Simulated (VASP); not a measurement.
# CdTe (F-43m) in VASP: further runs, part 2 of 2

VASP 6.6.1. The steps go on from the part before.

### Step 5. Single point, PBE

This run uses another cell than the first one, of 32.92 Å³/atom, 0.980 times its volume.

The input, INCAR:

```
  PREC = Accurate
  ENCUT = 520
  EDIFF = 1E-6
  ISMEAR = -1
  SIGMA = 0.04
  LREAL = F
  LASPH = T
  NELM = 100
  ALGO = Normal
  ISIF = 2
  LWAVE = F
  LCHARG = F
  GGA = PE
  NBANDS = 16
```

The input, KPOINTS:

```
Automatic mesh
0
Gamma
  5 5 5
```

The input, POSCAR:

```
CdTe
1.0
    0.0000000000      3.2050000000      3.2050000000
    3.2050000000      0.0000000000      3.2050000000
    3.2050000000      3.2050000000      0.0000000000
Te Cd
1 1
Direct
    0.7500000000      0.7500000000      0.7500000000
    0.0000000000      0.0000000000      0.0000000000
```

Potentials or basis: VASP PAW PBE potentials, release 64 (Te, Cd).

Run with:

```sh
> cat potpaw_PBE.64/Te/POTCAR potpaw_PBE.64/Cd/POTCAR > POTCAR
> mpirun -np 1 vasp_std > vasp.out
```

OUTCAR:

```text
PREC = Accurate
   ENCUT = 520
   EDIFF = 1E-6
   ISMEAR = -1
   LREAL = F
   LASPH = T
   NELM = 100
   ISIF = 2
   GGA = PE

 ion  position               nearest neighbor table
   1  0.750  0.750  0.750-   2 2.78   2 2.78   2 2.78   2 2.78
   2  0.000  0.000  0.000-   1 2.78   1 2.78   1 2.78   1 2.78

  LATTYP: Found a face centered cubic cell.
 ALAT       =     6.4100000000

  Lattice vectors:

 A1 = (   0.0000000000,   3.2050000000,   3.2050000000)
 A2 = (   3.2050000000,   0.0000000000,   3.2050000000)
 A3 = (   3.2050000000,   3.2050000000,   0.0000000000)

Analysis of symmetry for initial positions (statically):
=====================================================================
 Subroutine PRICEL returns:
 Original cell was already a primitive cell.

 Routine SETGRP: Setting up the symmetry group for a
 face centered cubic supercell.

 Subroutine GETGRP returns: Found 24 space group operations
 (whereof 24 operations were pure point group operations)
 out of a pool of 48 trial point group operations.

The static configuration has the point symmetry T_d .
[... 142 lines left out ...]
  free energy    TOTEN  =        -4.70791801 eV

  energy without entropy =       -4.70791751  energy(sigma->0) =       -4.70791776

 E-fermi :   3.1207     XC(G=0):  -8.7274

 val. band max:        2.6642909802   @ k =   0.0000   0.0000   0.0000
 cond. band min:       3.5330961908   @ k =   0.0000   0.0000   0.0000
 fundamental gap:      0.8688052107
 Fermi energy:         3.1206941005

 k-point     1 :       0.0000    0.0000    0.0000
  band No.  band energies     occupation
      1      -8.7026      2.00000
      2      -5.7538      2.00000
      3      -5.7538      2.00000
      4      -5.7538      2.00000
      5      -5.4688      2.00000
      6      -5.4688      2.00000
[... 167 lines left out ...]
      3      -5.6235      2.00000
      4      -5.5093      2.00000
      5      -5.4605      2.00000
      6      -4.9454      2.00000
[... 8 lines left out ...]
     15      12.8511      0.00000
     16      14.8626      0.00000

------------------------ aborting loop because EDIFF is reached ----------------------------------------

  FORCE on cell =-STRESS in cart. coord.  units (eV):
  Direction    XX          YY          ZZ          XY          YZ          ZX
  --------------------------------------------------------------------------------------
  -------------------------------------------------------------------------------------
  Total        1.8321174      1.8321174      1.8321174     -0.0000000      0.0000000      0.0000000
  in kB       44.5809980     44.5809980     44.5809980     -0.0000000      0.0000000      0.0000000
  external PRESSURE =      44.5809980 kB  Pullay stress =       0.0000000 kB

 VOLUME and BASIS-vectors are now :
 -----------------------------------------------------------------------------
  energy-cutoff  :      520.00
  volume of cell :       65.84
      direct lattice vectors                 reciprocal lattice vectors
     0.000000000  3.205000000  3.205000000    -0.156006240  0.156006240  0.156006240
     3.205000000  0.000000000  3.205000000     0.156006240 -0.156006240  0.156006240
     3.205000000  3.205000000  0.000000000     0.156006240  0.156006240 -0.156006240

 POSITION                                       TOTAL-FORCE (eV/Angst)
 -----------------------------------------------------------------------------------
      4.80750      4.80750      4.80750         0.000000      0.000000     -0.000000
      0.00000      0.00000      0.00000        -0.000000     -0.000000      0.000000
 -----------------------------------------------------------------------------------
    total drift:                                0.000000      0.000000      0.000000

  FREE ENERGIE OF THE ION-ELECTRON SYSTEM (eV)
  ---------------------------------------------------
  free  energy   TOTEN  =        -4.7079180130 eV

  energy  without entropy=       -4.7079175073  energy(sigma->0) =       -4.70791776
```

stdout:

```text
POSCAR found type information on POSCAR TeCd
 POSCAR found :  2 types and       2 ions
 scaLAPACK will be used
 LDA part: xc-table for (Slater+PW92), standard interpolation
 POSCAR, INCAR and KPOINTS ok, starting setup
 FFT: planning ... GRIDC
 FFT: planning ... GRID_SOFT
 FFT: planning ... GRID
 WAVECAR not read
 entering main loop
```

Run time: 36 s. Hardware: 1 thread of AMD EPYC 7R13 (Zen 3), shared host; peak memory 0.17 GiB.

Results:

| Quantity | Value |
| --- | --- |
| Free energy | -4.7079 eV |
| Pressure | 4.5 GPa |
| Band gap on the k mesh | 0.87 eV, direct |

Levels at points of the mesh, in eV from the valence-band top:
```tsv
k point	band 5	band 6	band 7	band 8	band 9	band 10	band 11	band 12	band 13	band 14
(0.00, 0.00, 0.00)	-8.13	-8.13	0.00	0.00	0.00	0.87	4.57	4.57	4.57	7.50
```

Caveat: spin-orbit coupling is left out, which moves the levels of the heavy elements.

### Step 6. Summary

| level | spin | cell | k mesh | smearing | gap on the mesh (eV) | pressure (GPa) | moment (μB) |
| --- | --- | --- | --- | --- | --- | --- | --- |
| revPBE+D3(BJ) | collinear, ferromagnetic start | a = 4.563 Å, angles 60.0°, 2 atoms | 7 × 7 × 7 | tetrahedron | 0.92 | 0.8 | 0.00 |
| revPBE+D3(BJ) | collinear, ferromagnetic start | a = 4.592 Å, angles 60.0°, 2 atoms | 7 × 7 × 7 | tetrahedron | 0.86 | 0.0 | 0.00 |
| revPBE+D3(BJ) | collinear, ferromagnetic start | a = 4.621 Å, angles 60.0°, 2 atoms | 7 × 7 × 7 | tetrahedron | 0.81 | -0.7 | 0.00 |
| PBE | off | a = 4.533 Å, angles 60.0°, 2 atoms | 5 × 5 × 5 | fermi-dirac 0.04 eV | 0.87 | 4.5 | - |

Alike in all rows: task single point; potentials or basis VASP PAW PBE potentials, release 64 (Te, Cd); cutoff (eV) 520.

Caveats: spin-orbit coupling is left out, which moves the levels of the heavy elements; three body term missing (some runs); the PAW data sets were made with another functional, which shifts forces and pressure a little (some runs).

Total energies depend on the potentials used, so only differences within one code and one set of settings carry meaning.
